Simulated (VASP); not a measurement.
# Nb (P6/mmm) in VASP: notebook

The runs below take Nb through single point, with PBEsol.

Program: VASP 6.6.1. These are calculated values, not measurements. Logs are shortened: lines on timing, memory, paths and dates and some standing lists are left out, and cuts for length are marked.

## (1) The cell of the first run

The structure is hexagonal, space group P6/mmm (No. 191). Conventional cell: a = 4.624 Å, b = 4.624 Å, c = 2.545 Å, α = 90.00°, β = 90.00°, γ = 120.00°. Nb (site symmetry 6/mmm) has 14 Nb at 2.55 to 2.96 Å within 3.4 Å. Nb (site symmetry -6m2) has 11 Nb at 2.55 to 2.96 Å within 3.4 Å.

## (2) Single point, PBEsol (volume scaled by 0.88)

INCAR

```
SYSTEM = Nb
ALGO = Normal
EDIFF = 1E-6
ENCUT = 520
GGA = PS
ISIF = 2
ISMEAR = -1
LASPH = .TRUE.
LCHARG = .TRUE.
LELF = .TRUE.
LREAL = .FALSE.
LVHAR = .TRUE.
LWAVE = .FALSE.
NBANDS = 26
NELM = 100
PREC = Accurate
SIGMA = 0.1
```

KPOINTS

```
k-points
0
G
  9 9 13
  0 0 0
```

POSCAR

```
Nb
1.0
    4.6244725548      0.0000000000      0.0000000000
   -2.3122362774      4.0049107115      0.0000000000
    0.0000000000      0.0000000000      2.5450998305
Nb
3
Direct
    0.0000000000      1.0000000000      1.0000000000
    0.3333333333      0.6666666667      0.5000000000
    0.6666666667      0.3333333333      0.5000000000
```

Potentials or basis: VASP PAW PBE potentials, release 64 (Nb_sv).

Launch:

```sh
cat potpaw_PBE.64/Nb_sv/POTCAR > POTCAR
mpirun -np 1 vasp_std > vasp.out
```

OUTCAR:

```text
SYSTEM = Nb
   EDIFF = 1E-6
   ENCUT = 520
   GGA = PS
   ISIF = 2
   ISMEAR = -1
   LASPH = .TRUE.
   LREAL = .FALSE.
   NELM = 100
   PREC = Accurate

 ion  position               nearest neighbor table
   1  0.000  0.000  0.000-   2 2.96   3 2.96   2 2.96   3 2.96   2 2.96   2 2.96   3 2.96   3 2.96
                             3 2.96   3 2.96   2 2.96   2 2.96
   2  0.333  0.667  0.500-   3 2.67   3 2.67   3 2.67   1 2.96   1 2.96   1 2.96   1 2.96   1 2.96
                             1 2.96
   3  0.667  0.333  0.500-   2 2.67   2 2.67   2 2.67   1 2.96   1 2.96   1 2.96   1 2.96   1 2.96
                             1 2.96

  LATTYP: Found a hexagonal cell.
 ALAT       =     4.6244725548
 C/A-ratio  =     0.5503546189

  Lattice vectors:

 A1 = (   4.6244725548,   0.0000000000,   0.0000000000)
 A2 = (  -2.3122362774,   4.0049107115,   0.0000000000)
 A3 = (   0.0000000000,   0.0000000000,   2.5450998305)

Analysis of symmetry for initial positions (statically):
=====================================================================
 Subroutine PRICEL returns:
 Original cell was already a primitive cell.

 Routine SETGRP: Setting up the symmetry group for a
 hexagonal supercell.

 Subroutine GETGRP returns: Found 24 space group operations
 (whereof 24 operations were pure point group operations)
 out of a pool of 24 trial point group operations.

The static configuration has the point symmetry D_6h.

Analysis of symmetry for dynamics (positions and initial velocities):
=====================================================================
 Subroutine PRICEL returns:
 Original cell was already a primitive cell.

 Routine SETGRP: Setting up the symmetry group for a
 hexagonal supercell.

 Subroutine GETGRP returns: Found 24 space group operations
 (whereof 24 operations were pure point group operations)
 out of a pool of 24 trial point group operations.

The dynamic configuration has the point symmetry D_6h.

 Subroutine INISYM returns: Found 24 space group operations
 (whereof 24 operations are pure point group operations),
 and found     1 'primitive' translations

----------------------------------------------------------------------------------------

                                     Primitive cell

  volume of cell :      47.1368

  direct lattice vectors                    reciprocal lattice vectors
     4.624472555  0.000000000  0.000000000     0.216240877  0.124846728  0.000000000
    -2.312236277  4.004910711  0.000000000     0.000000000  0.249693457  0.000000000
     0.000000000  0.000000000  2.545099830     0.000000000  0.000000000  0.392911896

  length of vectors
     4.624472555  4.624472555  2.545099830     0.249693457  0.249693457  0.392911896

  position of ions in fractional coordinates (direct lattice)
     0.000000000  0.000000000  0.000000000
     0.333333333  0.666666667  0.500000000
     0.666666667  0.333333333  0.500000000

  ion indices of the primitive-cell ions
   primitive index   ion index
                 1           1
                 2           2
                 3           3

----------------------------------------------------------------------------------------

 KPOINTS: k-points

Automatic generation of k-mesh.
 Grid dimensions read from file:
 generate k-points for:    9    9   13

 Generating k-lattice:

  Cartesian coordinates                     Fractional coordinates (reciprocal lattice)
     0.024026764  0.013871859  0.000000000     0.111111111 -0.000000000  0.000000000
     0.000000000  0.027743717  0.000000000     0.000000000  0.111111111  0.000000000
     0.000000000  0.000000000  0.030223992     0.000000000  0.000000000  0.076923077

  Length of vectors
     0.027743717  0.027743717  0.030223992

  Shift w.r.t. Gamma in fractional coordinates (k-lattice)
     0.000000000  0.000000000  0.000000000

 Subroutine IBZKPT returns following result:
 ===========================================

 Found     84 irreducible k-points:

 Following reciprocal coordinates:
            Coordinates               Weight
  0.000000  0.000000  0.000000      1.000000
  0.111111  0.000000  0.000000      6.000000
  0.222222 -0.000000  0.000000      6.000000
  0.333333  0.000000  0.000000      6.000000
  0.444444 -0.000000  0.000000      6.000000
  0.111111  0.111111  0.000000      6.000000
[... 16 lines left out ...]
  0.333333  0.222222  0.076923     24.000000
  0.333333  0.333333  0.076923      4.000000
 [... further k-points ...]
   k-points           NKPTS =     84   k-points in BZ     NKDIM =     84   number of bands    NBANDS=     26
   number of dos      NEDOS =    301   number of ions     NIONS =      3
   total plane-waves  NPLWV =  25920
   dimension x,y,z NGX =    36 NGY =   36 NGZ =   20
   dimension x,y,z NGXF=    72 NGYF=   72 NGZF=   40
   ions per type =               3
   NGX,Y,Z   is equivalent  to a cutoff of  12.94, 12.94, 13.06 a.u.
   NGXF,Y,Z  is equivalent  to a cutoff of  25.88, 25.88, 26.13 a.u.
 SYSTEM =  Nb
   PREC   = accura    normal or accurate (medium, high low for compatibility)
   ISTART =      0    job   : 0-new  1-cont  2-samecut
   ICHARG =      2    charge: 1-file 2-atom 10-const
   ISPIN  =      1    spin polarized calculation?
   LNONCOLLINEAR =      F non collinear calculations
   LSORBIT =      F    spin-orbit coupling
   LASPH  =      T    aspherical Exc in radial PAW
   ENCUT  =  520.0 eV  38.22 Ry    6.18 a.u.   8.60  8.60  4.73*2*pi/ulx,y,z
   NELM   =    100;   NELMIN=  2; NELMDL= -5     # of ELM steps
   EDIFF  = 0.1E-05   stopping-criterion for ELM
   LREAL  =      F    real-space projection
   EDIFFG = 0.1E-04   stopping-criterion for IOM
   NSW    =      0    number of steps for IOM
   IBRION =     -1    ionic relax: 0-MD 1-quasi-New 2-CG
   NFREE  =      0    steps in history (QN), initial steepest desc. (CG)
   ISIF   =      2    stress and relaxation
   ISYM   =      2    0-nonsym 1-usesym 2-fastsym
   POTIM  = 0.5000    time-step for ionic-motion
   TEBEG  =    0.0;   TEEND  =   0.0 temperature during run
   PSTRESS=    0.0 pullay stress
   NELECT =      39.0000    total number of electrons
   NUPDOWN=      -1.0000    fix difference up-down
   EMIN   =  10.00;   EMAX   =-10.00  energy-range for DOS
   EFERMI =   0.00;   METHOD = LEGACY
   ISMEAR =    -1;   SIGMA  =   0.10  broadening in eV -4-tet -1-fermi 0-gaus
   EFERMI_NEDOS =   21; number of points for ismear=-14 and -15
   IALGO  =     38    algorithm
   IMIX   =      4    mixing-type and parameters
     AMIX     =   0.40;   BMIX     =  1.00
     AMIX_MAG =   1.60;   BMIX_MAG =  1.00
  volume/ion in A,a.u.               =      15.71       106.03
  Fermi-wavevector in a.u.,A,eV,Ry     =   1.536891  2.904303 32.137424  2.362034
  Thomas-Fermi vector in A             =   2.643476
   LORBIT       =      0    0 simple, 1 ext, 2 COOP (PROOUT), +10 PAW based schemes
   GGA     = PS    functional components
   LHFCALC =     F    Hartree Fock is set to
   AEXX    =    0.0000 exact exchange contribution
   IVDW    =     0    specifies the selected vdW correction
   LEPSILON=     F    determine dielectric tensor
   LRPA    =     F    only Hartree local field effects (RPA)
 non-spin polarized calculation
  energy-cutoff  :      520.00
  volume of cell :       47.14
 maximum number of plane-waves:      1288
 NGX is ok and might be reduce to    36
   NGX = 17   NGY = 17   NGZ =  9

 number of electron      39.0000001 magnetization

 Free energy of the ion-electron system (eV)
  ---------------------------------------------------
  ext. energy  EPLUGINS =         0.00000000
  ---------------------------------------------------
  free energy    TOTEN  =       -31.76123107 eV

  energy without entropy =      -31.68110975  energy(sigma->0) =      -31.72117041

 E-fermi :  13.2678     XC(G=0): -13.3411

 val. band max:       13.2537568900   @ k =   0.1111   0.1111   0.1538
 cond. band min:      13.2799298178   @ k =   0.2222   0.1111   0.1538
 fundamental gap:      0.0261729278
 Fermi energy:        13.2677901227

 k-point     1 :       0.0000    0.0000    0.0000
  band No.  band energies     occupation
      1     -41.1977      2.00000
      2     -40.8103      2.00000
      3     -40.7657      2.00000
      4     -17.7340      2.00000
      5     -17.7340      2.00000
      6     -17.3945      2.00000
[... 18 lines left out ...]
     25      16.6718      0.00000
     26      16.6718      0.00000

 k-point     2 :       0.1111    0.0000    0.0000
  band No.  band energies     occupation
      1     -41.1839      2.00000
      2     -40.8154      2.00000
      3     -40.7753      2.00000
      4     -17.8273      2.00000
      5     -17.7889      2.00000
      6     -17.2819      2.00000
[... 18 lines left out ...]
     25      17.1675      0.00000
     26      17.2237      0.00000

 k-point     3 :       0.2222   -0.0000    0.0000
  band No.  band energies     occupation
      1     -41.1447      2.00000
      2     -40.8315      2.00000
      3     -40.8008      2.00000
      4     -17.9703      2.00000
      5     -17.8131      2.00000
      6     -17.0824      2.00000
[... 18 lines left out ...]
     25      17.7158      0.00000
     26      17.8946      0.00000

 k-point     4 :       0.3333    0.0000    0.0000
  band No.  band energies     occupation
      1     -41.0861      2.00000
      2     -40.8698      2.00000
      3     -40.8238      2.00000
      4     -18.0816      2.00000
      5     -17.7265      2.00000
      6     -16.8830      2.00000
[... 18 lines left out ...]
     25      18.0904      0.00000
     26      18.2638      0.00000

 k-point     5 :       0.4444   -0.0000    0.0000
  band No.  band energies     occupation
      1     -41.0208      2.00000
      2     -40.9270      2.00000
      3     -40.8338      2.00000
      4     -18.1407      2.00000
      5     -17.5391      2.00000
      6     -17.1750      2.00000
[... 18 lines left out ...]
     25      17.2693      0.00000
     26      17.9662      0.00000

 k-point     6 :       0.1111    0.1111    0.0000
  band No.  band energies     occupation
      1     -41.1575      2.00000
      2     -40.8251      2.00000
      3     -40.7938      2.00000
      4     -17.9065      2.00000
      5     -17.8476      2.00000
      6     -17.1157      2.00000
[... 427 lines left out ...]
 k-point    21 :       0.4444    0.1111    0.0769
  band No.  band energies     occupation
      1     -40.9754      2.00000
      2     -40.9195      2.00000
      3     -40.8266      2.00000
      4     -18.0708      2.00000
      5     -17.5011      2.00000
      6     -17.2922      2.00000
[... 18 lines left out ...]
     25      17.2821      0.00000
     26      17.3801      0.00000

 k-point    22 :       0.2222    0.2222    0.0769
  band No.  band energies     occupation
      1     -41.0329      2.00000
      2     -40.8447      2.00000
      3     -40.8429      2.00000
      4     -17.9505      2.00000
      5     -17.7924      2.00000
      6     -17.0359      2.00000
[... 18 lines left out ...]
     25      17.1399      0.00000
     26      18.4119      0.00000

 k-point    23 :       0.3333    0.2222    0.0769
  band No.  band energies     occupation
      1     -40.9730      2.00000
      2     -40.8962      2.00000
      3     -40.8526      2.00000
      4     -17.9506      2.00000
      5     -17.6499      2.00000
      6     -17.3321      2.00000
[... 18 lines left out ...]
     25      16.7854      0.00000
     26      17.9109      0.00000

 k-point    24 :       0.3333    0.3333    0.0769
  band No.  band energies     occupation
      1     -40.9241      2.00000
      2     -40.9241      2.00000
      3     -40.8741      2.00000
      4     -17.8695      2.00000
      5     -17.5636      2.00000
      6     -17.5636      2.00000
[... 18 lines left out ...]
     25      17.3621      0.00000
     26      17.3625      0.00000

 [... further k-points ...]

------------------------ aborting loop because EDIFF is reached ----------------------------------------

  FORCE on cell =-STRESS in cart. coord.  units (eV):
  Direction    XX          YY          ZZ          XY          YZ          ZX
  --------------------------------------------------------------------------------------
  -------------------------------------------------------------------------------------
  Total        8.1635447      8.1635447      8.8617801      0.0000000     -0.0000000     -0.0000000
  in kB      277.4785990    277.4785990    301.2115952      0.0000000     -0.0000000     -0.0000000
  external PRESSURE =     285.3895977 kB  Pullay stress =       0.0000000 kB

 VOLUME and BASIS-vectors are now :
 -----------------------------------------------------------------------------
  energy-cutoff  :      520.00
  volume of cell :       47.14
      direct lattice vectors                 reciprocal lattice vectors
     4.624472555  0.000000000  0.000000000     0.216240877  0.124846728  0.000000000
    -2.312236277  4.004910711  0.000000000     0.000000000  0.249693457  0.000000000
     0.000000000  0.000000000  2.545099830     0.000000000  0.000000000  0.392911896

 POSITION                                       TOTAL-FORCE (eV/Angst)
 -----------------------------------------------------------------------------------
      0.00000      0.00000      0.00000         0.000000      0.000000     -0.000000
     -0.00000      2.66994      1.27255        -0.000000      0.000000      0.000000
      2.31224      1.33497      1.27255         0.000000     -0.000000     -0.000000
 -----------------------------------------------------------------------------------
    total drift:                                0.000000      0.000000     -0.000000

  FREE ENERGIE OF THE ION-ELECTRON SYSTEM (eV)
  ---------------------------------------------------
  free  energy   TOTEN  =       -31.7612310687 eV

  energy  without entropy=      -31.6811097543  energy(sigma->0) =      -31.72117041
```

Run time: 75 s. Hardware: 1 thread of Intel Xeon Platinum 8259CL at 2.50GHz (Skylake/Cascade Lake), shared host; peak memory 0.21 GiB.

Results:

| Property | Result |
| --- | --- |
| Free energy | -31.7612 eV |
| Pressure | 28.5 GPa |

Caveat: the PAW data sets were made with another functional, which shifts forces and pressure a little.

## (3) Single point, PBEsol (volume scaled by 0.92)

INCAR

```
PREC     = Accurate       # precision mode
ENCUT    = 520            # plane-wave cutoff, eV
EDIFF    = 1E-6           # SCF threshold, eV
ISMEAR   = -1             # smearing method
SIGMA    = 0.1            # smearing width, eV
LREAL    = False          # projectors in reciprocal space
LASPH    = True           # aspherical terms in the spheres
NELM     = 60             # most SCF steps
ALGO     = Normal         # electronic algorithm
ISIF     = 2              # what is computed and relaxed
LWAVE    = False          # write WAVECAR
LCHARG   = True           # write CHGCAR
GGA      = PS             # functional
LELF     = True           # ELF
LVHAR    = True         
NBANDS   = 26             # bands
```

KPOINTS

```
Automatic mesh
0
Gamma
  9 9 13
```

POSCAR

```
Nb
1.0
    4.6935047106      0.0000000000      0.0000000000
   -2.3467523553      4.0646943122      0.0000000000
    0.0000000000      0.0000000000      2.5830919963
Nb
3
Direct
    0.0000000000      1.0000000000      1.0000000000
    0.3333333333      0.6666666667      0.5000000000
    0.6666666667      0.3333333333      0.5000000000
```

Potentials or basis: VASP PAW PBE potentials, release 64 (Nb_sv).

Launch:

```sh
cat potpaw_PBE.64/Nb_sv/POTCAR > POTCAR
mpirun -np 1 vasp_std > vasp.out
```

Wall time 81 s (1 thread of Intel Xeon Platinum 8259CL at 2.50GHz (Skylake/Cascade Lake), shared host); peak memory 0.22 GiB.

The run converged. Its results:

```yaml
Free_energy: -32.0655 eV
Pressure: 17.0 GPa
```

Stress tensor (GPa, compression positive):
```
16.68  0.00  0.00
 0.00 16.68  0.00
 0.00  0.00 17.76
```

Levels at points of the mesh, in eV from the Fermi level:
```csv
k point,band 16,band 17,band 18,band 19,band 20,band 21,band 22,band 23,band 24,band 25
"(0.00, 0.00, 0.00)",-1.23,-1.23,-1.23,-1.23,-1.15,0.61,0.61,3.24,3.24,3.28
```

Caveat: the PAW data sets were made with another functional, which shifts forces and pressure a little.

## (4) Single point, PBEsol (volume scaled by 0.96)

INCAR

```
SYSTEM = Nb
  ALGO = Normal
  EDIFF = 1E-6
  ENCUT = 520
  GGA = PS
  ISIF = 2
  ISMEAR = -1
  LASPH = .True.
  LCHARG = .True.
  LELF = .True.
  LREAL = .False.
  LVHAR = .True.
  LWAVE = .False.
  NBANDS = 26
  NELM = 60
  PREC = Accurate
  SIGMA = 0.1
```

KPOINTS

```
k-points
0
Gamma
  9 9 13
  0 0 0
```

POSCAR

```
Nb
1.0
    4.7605638380      0.0000000000      0.0000000000
   -2.3802819190      4.1227692200      0.0000000000
    0.0000000000      0.0000000000      2.6199982968
Nb
3
Direct
    0.0000000000      1.0000000000      1.0000000000
    0.3333333333      0.6666666667      0.5000000000
    0.6666666667      0.3333333333      0.5000000000
```

Launch:

```sh
cat potpaw_PBE.64/Nb_sv/POTCAR > POTCAR
mpirun -np 1 vasp_std > vasp.out
```

Run time: 79 s. Hardware: 1 thread of Intel Xeon Platinum 8259CL at 2.50GHz (Skylake/Cascade Lake), shared host; peak memory 0.22 GiB.

It converged, with:

```
Free energy : -32.2301 eV
Pressure    : 7.6 GPa
```

Levels at points of the mesh, in eV from the Fermi level:
| k point | band 18 | band 19 | band 20 | band 21 | band 22 | band 23 |
| --- | --- | --- | --- | --- | --- | --- |
| (0.00, 0.00, 0.00) | -1.22 | -1.22 | -1.07 | 0.62 | 0.62 | 3.12 |

Caveat: the PAW data sets were made with another functional, which shifts forces and pressure a little.

## (5) The runs side by side

```csv
cell,gap on the mesh (eV),pressure (GPa)
"a = 4.624, b = 4.624, c = 2.545 Å, angles 90.0, 90.0, 120.0°, 3 atoms",none,28.5
"a = 4.694, b = 4.694, c = 2.583 Å, angles 90.0, 90.0, 120.0°, 3 atoms",none,17.0
"a = 4.761, b = 4.761, c = 2.620 Å, angles 90.0, 90.0, 120.0°, 3 atoms",none,7.6
```

Alike in all rows: task single point; level PBEsol; potentials or basis VASP PAW PBE potentials, release 64 (Nb_sv); no spin polarisation; k mesh 9 × 9 × 13; cutoff (eV) 520; smearing fermi-dirac 0.1 eV.

Caveats: the PAW data sets were made with another functional, which shifts forces and pressure a little.

Total energies depend on the potentials used, so only differences within one code and one set of settings carry meaning.
